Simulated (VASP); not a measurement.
# BeTe (F-43m) in VASP: notebook

Runs on BeTe. Level: r2SCAN. Tasks: relaxation of cell and atoms.

Everything below comes from runs of VASP 6.6.1. Logs are shortened: lines on timing, memory, paths and dates and some standing lists are left out, and cuts for length are marked.

## 1. The cell of the first run

The structure is cubic, space group F-43m (No. 216). The conventional cell has a = 5.657 Å, b = 5.657 Å, c = 5.657 Å, α = 90.00°, β = 90.00°, γ = 90.00°. Within 3.2 Å of Be (site symmetry -43m) lie 4 Te at 2.45 Å. Within 3.2 Å of Te (site symmetry -43m) lie 4 Be at 2.45 Å.

## 2. Relaxation of cell and atoms, r2SCAN, target pressure 15 GPa, at which the enthalpy is minimised

Contents of POSCAR:

```
BeTe
1.0
    0.0000000000      2.8284051077      2.8284051077
    2.8284051077      0.0000000000      2.8284051077
    2.8284051077      2.8284051077      0.0000000000
Be Te
1 1
Direct
    0.0000000000      0.0000000000      0.0000000000
    0.7500000000      0.7500000000      0.7500000000
```

Contents of INCAR.step1:

```
  ALGO = Normal
  EDIFF = 1E-4
  ENCUT = 600
  GGA = PE
  ISMEAR = 0
  LASPH = T
  LCHARG = F
  LREAL = F
  LWAVE = T
  NELM = 100
  PREC = Accurate
  SIGMA = 0.01
```

Contents of INCAR.step2:

```
  ALGO = Normal
  EDIFF = 1E-6
  EDIFFG = -0.002
  ENCUT = 600
  IBRION = 2
  ISIF = 3
  ISMEAR = 0
  ISTART = 1
  LASPH = T
  LCHARG = F
  LMIXTAU = T
  LREAL = F
  LWAVE = F
  METAGGA = R2SCAN
  NELM = 100
  NSW = 100
  PREC = Accurate
  PSTRESS = 150.0
  SIGMA = 0.01
```

Contents of KPOINTS:

```
k-points
0
Gamma
  8 8 8
```

Potentials or basis: VASP PAW PBE potentials, release 64 (Be, Te).

On the command line:

```sh
$ cat potpaw_PBE.64/Be/POTCAR potpaw_PBE.64/Te/POTCAR > POTCAR
$ cp INCAR.step1 INCAR
$ mpirun -np 1 vasp_std > vasp.out
$ cp INCAR.step2 INCAR
$ mpirun -np 1 vasp_std > vasp.out
```

OUTCAR:

```text
EDIFF = 1E-6
   EDIFFG = -0.002
   ENCUT = 600
   IBRION = 2
   ISIF = 3
   ISMEAR = 0
   ISTART = 1
   LASPH = T
   LREAL = F
   METAGGA = R2SCAN
   NELM = 100
   NSW = 100
   PREC = Accurate
   PSTRESS = 150.0

 ion  position               nearest neighbor table
   1  0.000  0.000  0.000-   2 2.45   2 2.45   2 2.45   2 2.45
   2  0.750  0.750  0.750-   1 2.45   1 2.45   1 2.45   1 2.45

  LATTYP: Found a face centered cubic cell.
 ALAT       =     5.6568102154

  Lattice vectors:

 A1 = (   0.0000000000,   2.8284051077,   2.8284051077)
 A2 = (   2.8284051077,   0.0000000000,   2.8284051077)
 A3 = (   2.8284051077,   2.8284051077,   0.0000000000)

Analysis of symmetry for initial positions (statically):
=====================================================================
 Subroutine PRICEL returns:
 Original cell was already a primitive cell.

 Routine SETGRP: Setting up the symmetry group for a
 face centered cubic supercell.

 Subroutine GETGRP returns: Found 24 space group operations
 (whereof 24 operations were pure point group operations)
 out of a pool of 48 trial point group operations.

The static configuration has the point symmetry T_d .

Analysis of symmetry for dynamics (positions and initial velocities):
=====================================================================
 Subroutine PRICEL returns:
 Original cell was already a primitive cell.

 Routine SETGRP: Setting up the symmetry group for a
 face centered cubic supercell.

 Subroutine GETGRP returns: Found 24 space group operations
 (whereof 24 operations were pure point group operations)
 out of a pool of 48 trial point group operations.

The dynamic configuration has the point symmetry T_d .

 Subroutine INISYM returns: Found 24 space group operations
 (whereof 24 operations are pure point group operations),
 and found     1 'primitive' translations

----------------------------------------------------------------------------------------

                                     Primitive cell

  volume of cell :      45.2538

  direct lattice vectors                    reciprocal lattice vectors
     0.000000000  2.828405108  2.828405108    -0.176778071  0.176778071  0.176778071
     2.828405108  0.000000000  2.828405108     0.176778071 -0.176778071  0.176778071
     2.828405108  2.828405108  0.000000000     0.176778071  0.176778071 -0.176778071

  length of vectors
     3.999968863  3.999968863  3.999968863     0.306188601  0.306188601  0.306188601

  position of ions in fractional coordinates (direct lattice)
     0.000000000  0.000000000  0.000000000
[... 62 lines left out ...]
   total plane-waves  NPLWV =  32768
   dimension x,y,z NGX =    32 NGY =   32 NGZ =   32
   dimension x,y,z NGXF=    64 NGYF=   64 NGZF=   64
   ions per type =               1   1
   NGX,Y,Z   is equivalent  to a cutoff of  13.30, 13.30, 13.30 a.u.
   NGXF,Y,Z  is equivalent  to a cutoff of  26.60, 26.60, 26.60 a.u.
 SYSTEM =  unknown system
   PREC   = accura    normal or accurate (medium, high low for compatibility)
   ISTART =      1    job   : 0-new  1-cont  2-samecut
   ICHARG =      0    charge: 1-file 2-atom 10-const
   ISPIN  =      1    spin polarized calculation?
   LNONCOLLINEAR =      F non collinear calculations
   LSORBIT =      F    spin-orbit coupling
   LASPH  =      T    aspherical Exc in radial PAW
   ENCUT  =  600.0 eV  44.10 Ry    6.64 a.u.   7.99  7.99  7.99*2*pi/ulx,y,z
   NELM   =    100;   NELMIN=  2; NELMDL=  0     # of ELM steps
   EDIFF  = 0.1E-05   stopping-criterion for ELM
   LREAL  =      F    real-space projection
   EDIFFG = -.2E-02   stopping-criterion for IOM
   NSW    =    100    number of steps for IOM
   IBRION =      2    ionic relax: 0-MD 1-quasi-New 2-CG
   NFREE  =      1    steps in history (QN), initial steepest desc. (CG)
   ISIF   =      3    stress and relaxation
   ISYM   =      2    0-nonsym 1-usesym 2-fastsym
   POTIM  = 0.5000    time-step for ionic-motion
   TEBEG  =    0.0;   TEEND  =   0.0 temperature during run
   PSTRESS=  150.0 pullay stress
   NELECT =       8.0000    total number of electrons
   NUPDOWN=      -1.0000    fix difference up-down
   EMIN   =  10.00;   EMAX   =-10.00  energy-range for DOS
   EFERMI =   0.00;   METHOD = LEGACY
   ISMEAR =     0;   SIGMA  =   0.01  broadening in eV -4-tet -1-fermi 0-gaus
   EFERMI_NEDOS =   21; number of points for ismear=-14 and -15
   IALGO  =     38    algorithm
   IMIX   =      4    mixing-type and parameters
     AMIX     =   0.40;   BMIX     =  1.00
     AMIX_MAG =   1.60;   BMIX_MAG =  1.00
  volume/ion in A,a.u.               =      22.63       152.69
  Fermi-wavevector in a.u.,A,eV,Ry     =   0.918798  1.736276 11.485891  0.844189
  Thomas-Fermi vector in A             =   2.043920
   LORBIT       =      0    0 simple, 1 ext, 2 COOP (PROOUT), +10 PAW based schemes
   METAGGA = R2SCAN    functional components
   LHFCALC =     F    Hartree Fock is set to
   AEXX    =    0.0000 exact exchange contribution
   IVDW    =     0    specifies the selected vdW correction
   LEPSILON=     F    determine dielectric tensor
   LRPA    =     F    only Hartree local field effects (RPA)
 conjugate gradient relaxation of ions
 non-spin polarized calculation
 Gauss-broadening in eV      SIGMA  =   0.01
  energy-cutoff  :      600.00
  volume of cell :       45.25
 maximum number of plane-waves:      1540
   NGX = 15   NGY = 15   NGZ = 15

--------------------------------------- Ionic step        1  -------------------------------------------

 number of electron       8.0000000 magnetization

 Free energy of the ion-electron system (eV)
  ---------------------------------------------------
  ext. energy  EPLUGINS =         0.00000000
  ---------------------------------------------------
  free energy    TOTEN  =       -30.68540706 eV

  energy without entropy =      -30.68540706  energy(sigma->0) =      -30.68540706

 E-fermi :   4.8837     XC(G=0):  -9.4237

 val. band max:        4.7885447339   @ k =   0.0000   0.0000   0.0000
 cond. band min:       7.1572917229   @ k =   0.5000   0.5000   0.0000
 fundamental gap:      2.3687469890
 Fermi energy:         4.8836799261

 k-point     1 :       0.0000    0.0000    0.0000
  band No.  band energies     occupation
      1      -7.9082      2.00000
      2       4.7885      2.00000
      3       4.7885      2.00000
      4       4.7885      2.00000
      5       8.8189      0.00000
      6       8.8189      0.00000
      7       8.8189      0.00000
      8       9.1967      0.00000
[... 366 lines left out ...]
--------------------------------------- Ionic step        4  -------------------------------------------

 number of electron       8.0000000 magnetization

 Free energy of the ion-electron system (eV)
  ---------------------------------------------------
  ext. energy  EPLUGINS =         0.00000000
  ---------------------------------------------------
  free energy    TOTEN  =       -30.38544707 eV

  energy without entropy =      -30.38544707  energy(sigma->0) =      -30.38544707

 E-fermi :   7.0696     XC(G=0): -10.1778

 val. band max:        6.9473669225   @ k =   0.0000   0.0000   0.0000
 cond. band min:       8.8204200501   @ k =   0.5000   0.5000   0.0000
 fundamental gap:      1.8730531276
 Fermi energy:         7.0696224147

 k-point     1 :       0.0000    0.0000    0.0000
  band No.  band energies     occupation
      1      -7.1032      2.00000
      2       6.9474      2.00000
      3       6.9474      2.00000
      4       6.9474      2.00000
      5      10.7361      0.00000
      6      10.7361      0.00000
      7      10.7361      0.00000
      8      12.8095      0.00000
[... 286 lines left out ...]
  energy  without entropy=      -30.3854470728  energy(sigma->0) =      -30.38544707

  enthalpy is  TOTEN    =       -26.8292985331 eV   P V=        3.5561485397

 reached required accuracy - stopping structural energy minimisation
```

OUTCAR.step1:

```text
EDIFF = 1E-4
   ENCUT = 600
   GGA = PE
   ISMEAR = 0
   LASPH = T
[... 484 lines left out ...]
 -----------------------------------------------------------------------------------
      0.00000      0.00000      0.00000         0.000000      0.000000      0.000000
      4.24261      4.24261      4.24261        -0.000000     -0.000000     -0.000000
 -----------------------------------------------------------------------------------
    total drift:                               -0.000000     -0.000000     -0.000000

  FREE ENERGIE OF THE ION-ELECTRON SYSTEM (eV)
  ---------------------------------------------------
  free  energy   TOTEN  =        -7.6242336807 eV

  energy  without entropy=       -7.6242336807  energy(sigma->0) =       -7.62423368
```

OSZICAR.step1:

```text
N       E                     dE             d eps       ncg     rms          rms(c)
DAV:   1     0.229605826467E+02    0.22961E+02   -0.35284E+03   464   0.893E+02
DAV:   2    -0.692607245022E+01   -0.29887E+02   -0.29086E+02   632   0.103E+02
DAV:   3    -0.774124910680E+01   -0.81518E+00   -0.81518E+00   608   0.233E+01
DAV:   4    -0.774757120228E+01   -0.63221E-02   -0.63221E-02   688   0.222E+00
DAV:   5    -0.774758160803E+01   -0.10406E-04   -0.10406E-04   616   0.800E-02    0.404E+00
DAV:   6    -0.765217865410E+01    0.95403E-01   -0.13185E-01   512   0.186E+00    0.244E+00
DAV:   7    -0.762334527806E+01    0.28833E-01   -0.11034E-01   648   0.180E+00    0.454E-01
DAV:   8    -0.762393475060E+01   -0.58947E-03   -0.56180E-03   512   0.530E-01    0.797E-02
DAV:   9    -0.762419918051E+01   -0.26443E-03   -0.35128E-04   616   0.148E-01    0.224E-02
DAV:  10    -0.762423368073E+01   -0.34500E-04   -0.51927E-05   464   0.442E-02
   1 F= -.76242337E+01 E0= -.76242337E+01  d E =-.262688E-36
```

Wall time 4 min (1 thread of Intel Xeon 8259CL, shared host); peak memory 0.2 GiB.

What came out:

```yaml
Free_energy: -30.3854 eV
Relaxed_volume: 18.99 Å³/atom
Relaxed_cell: a = 3.773 Å, b = 3.773 Å, c = 3.773 Å, α = 60.00°, β = 60.00°, γ = 60.00°
Space_group_after_relaxing_to_0.1_Å: F-43m (No. 216)
Energy_change_on_relaxing_the_run_minimises_the_enthalpy: +150.0 meV/atom
Ionic_steps: 4
Pressure_after_relaxing: 15.0 GPa
Band_gap_on_the_k_mesh: 1.87 eV (least direct gap 3.79 eV)
```

The path:
| step | energy change (eV) | largest force (eV/Å) | pressure (GPa) | volume (Å³) |
| --- | --- | --- | --- | --- |
| 1 | 0.0000 | 0.0000 | 0.17 | 45.25 |
| 2 | 1.0758 | 0.0000 | 35.82 | 32.88 |
| 3 | 0.2875 | 0.0000 | 14.61 | 38.12 |
| 4 | 0.3000 | 0.0000 | 15.00 | 37.98 |

Final structure:
```
Be Te
1.0
     0.00000    2.66802    2.66802
     2.66802    0.00000    2.66802
     2.66802    2.66802    0.00000
Be Te
1 1
Direct
  0.00000 0.00000 0.00000
  0.75000 0.75000 0.75000
```

Levels at points of the mesh, in eV from the valence-band top:
```csv
k point,band 2,band 3,band 4,band 5,band 6,band 7
"(0.00, 0.00, 0.00)",0.00,0.00,0.00,3.79,3.79,3.79
"(0.50, 0.00, 0.00)",-6.96,-1.50,-1.50,4.01,4.86,4.86
"(0.50, 0.50, 0.00)",-6.35,-3.46,-3.46,1.87,2.69,11.63
```

Caveat: the cell is relaxed towards a set pressure, so the run minimises the enthalpy, not the energy; the volume moved by over 15 % at a fixed basis, so the end points are rough; the PAW data sets were made with another functional, which shifts forces and pressure a little; spin-orbit coupling is left out, which moves the levels of the heavy elements. A k mesh can miss the band edges.

## 3. Relaxation of cell and atoms, r2SCAN

This run uses another cell than the first one, of 21.25 Å³/atom.

Contents of POSCAR:

```
BeTe
1.0
    0.0000000000      2.7700000000      2.7700000000
    2.7700000000      0.0000000000      2.7700000000
    2.7700000000      2.7700000000      0.0000000000
Be Te
1 1
Direct
    0.0000000000      0.0000000000      0.0000000000
    0.7500000000      0.7500000000      0.7500000000
```

Contents of INCAR.step1:

```
SYSTEM = BeTe
PREC = Accurate
ENCUT = 600
ISMEAR = -1
SIGMA = 0.1
LREAL = .FALSE.
LASPH = .TRUE.
NELM = 60
GGA = PE
ALGO = Normal
EDIFF = 1E-4
LWAVE = .TRUE.
LCHARG = .FALSE.
```

Contents of INCAR.step2:

```
SYSTEM = BeTe
PREC = Accurate
ENCUT = 600
EDIFF = 1E-6
ISMEAR = -1
SIGMA = 0.1
LREAL = .FALSE.
LASPH = .TRUE.
NELM = 60
ALGO = Normal
ISIF = 3
LWAVE = .FALSE.
LCHARG = .FALSE.
METAGGA = R2SCAN
LMIXTAU = .TRUE.
IBRION = 2
NSW = 100
EDIFFG = -0.002
ISTART = 1
```

Contents of KPOINTS:

```
Automatic mesh
0
G
  16 16 16
  0 0 0
```

Potentials or basis: VASP PAW PBE potentials, release 64 (Be, Te).

On the command line:

```sh
$ cat potpaw_PBE.64/Be/POTCAR potpaw_PBE.64/Te/POTCAR > POTCAR
$ cp INCAR.step1 INCAR
$ mpirun -np 1 vasp_std > vasp.out
$ cp INCAR.step2 INCAR
$ mpirun -np 1 vasp_std > vasp.out
```

Wall time 9.3 min (1 thread of Intel Xeon 8259CL, shared host); peak memory 0.26 GiB.

The run converged. Its results:

* Free energy: -30.6858 eV
* Relaxed volume: 22.69 Å³/atom
* Relaxed cell: a = 4.004 Å, b = 4.004 Å, c = 4.004 Å, α = 60.00°, β = 60.00°, γ = 60.00°
* Space group after relaxing (to 0.1 Å): F-43m (No. 216)
* Energy gained by relaxing: 18.9 meV/atom
* Ionic steps: 3
* Pressure after relaxing: 0.0 GPa
* Band gap on the k mesh: 2.37 eV (least direct gap 4.03 eV)

Step by step:
```csv
step,energy change (eV),largest force (eV/Å),pressure (GPa),volume (Å³)
1,0.0000,0.0000,4.43,42.51
2,-0.0351,0.0000,-1.05,46.23
3,-0.0379,0.0000,0.01,45.38
```

Final structure:
```yaml
crystal:
  lattice:
    - [0.00000, 2.83112, 2.83112]
    - [2.83112, 0.00000, 2.83112]
    - [2.83112, 2.83112, 0.00000]
  atoms:
    - { symbol: Be, position: [0.00000, 0.00000, 0.00000] }
    - { symbol: Te, position: [0.75000, 0.75000, 0.75000] }
```

Levels at points of the mesh, in eV from the valence-band top:
```
           k point  band 2  band 3  band 4  band 5  band 6  band 7
(0.00, 0.00, 0.00)    0.00    0.00    0.00    4.03    4.03    4.03
(0.50, 0.00, 0.00)   -5.66   -1.14   -1.14    3.51    5.02    5.02
(0.50, 0.50, 0.00)   -5.25   -2.68   -2.68    2.37    3.01   10.47
```

Caveat: the PAW data sets were made with another functional, which shifts forces and pressure a little; spin-orbit coupling is left out, which moves the levels of the heavy elements. Zero-point motion and thermal expansion aren't in these numbers.
